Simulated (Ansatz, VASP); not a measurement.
## Two plane-wave programs on N

```
N
1.0
     3.73787    0.00000    0.00000
    -1.86894    3.23709    0.00000
     0.00000    0.00000    5.71330
N
2
Direct
  0.33333 0.66667 0.25000
  0.66667 0.33333 0.75000
```

Change from the starting cell: strain +0.030 along x and y, -0.030 along z, atoms carried along.

Alike in both runs: task single point; functional LDA; k mesh 12 × 12 × 6; occupations gaussian, width 0.05 eV; collinear spin.

|  | VASP | Ansatz |
| --- | --- | --- |
| version | VASP 6.6.1 | Ansatz 0.2.0 |
| potentials or method | VASP PAW LDA potentials, release 64 (N), cutoff 520 eV | scalar-relativistic, plane waves, PAW |
| valence electrons in the cell | 10 | 10 |

Ansatz gave:

| Quantity | Value |
| --- | --- |
| gap on the k mesh at the Fermi level (eV) | 2.28 |
| least direct gap on the mesh (eV) | 2.28 |
| pressure (GPa) | -0.3 |
| net moment per atom (μB) | 3.00 |
| size of the moment on the site where the two differ most (μB) | 2.89 |

Q: What did VASP give for the same quantities?

A: gap on the k mesh at the Fermi level (eV): 2.15; least direct gap on the mesh (eV): 2.15; pressure (GPa): -0.4; net moment per atom (μB): 3.00; size of the moment on the site where the two differ most (μB): 1.93.

LDA's correlation is that of Perdew and Zunger in VASP and of Perdew and Wang (1992) in Ansatz. Site moments also hang on the region over which each program counts them.
